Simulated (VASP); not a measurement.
A run of VASP 6.6.1 is set up as follows.

Contents of INCAR:

```
SYSTEM = SrO
PREC     = Accurate       ! precision mode
ENCUT    = 520            ! plane-wave cutoff, eV
EDIFF    = 1E-7           ! SCF threshold, eV
ISMEAR   = 0              ! smearing method
SIGMA    = 0.02           ! smearing width, eV
LREAL    = .False.        ! projectors in reciprocal space
LASPH    = .True.         ! aspherical terms in the spheres
NELM     = 60             ! most SCF steps
ALGO     = Normal         ! electronic algorithm
ISIF     = 2              ! what is computed and relaxed
LWAVE    = .False.        ! write WAVECAR
LCHARG   = .False.        ! write CHGCAR
GGA      = PE             ! functional
NBANDS   = 15             ! bands
```

File KPOINTS:

```
Automatic mesh
0
Gamma
  14 14 14
  0 0 0
```

File POSCAR:

```
SrO
1.0
    0.0000000000      2.5663000000      2.5663000000
    2.5663000000      0.0000000000      2.5663000000
    2.5663000000      2.5663000000      0.0000000000
Sr O
1 1
Direct
    0.5000000000      0.5000000000      0.5000000000
    0.0000000000      0.0000000000      0.0000000000
```

Potentials or basis: VASP PAW PBE potentials, release 64 (Sr_sv, O).

Launch:

```console
$ cat potpaw_PBE.64/Sr_sv/POTCAR potpaw_PBE.64/O/POTCAR > POTCAR
$ mpirun -np 1 vasp_std > vasp.out
```

Q: Estimate the band gap on the k mesh.

A: 3.26 eV, indirect (least direct gap 3.35 eV).

Q: Estimate the pressure.

A: 3.9 GPa.

A k mesh can miss the band edges.
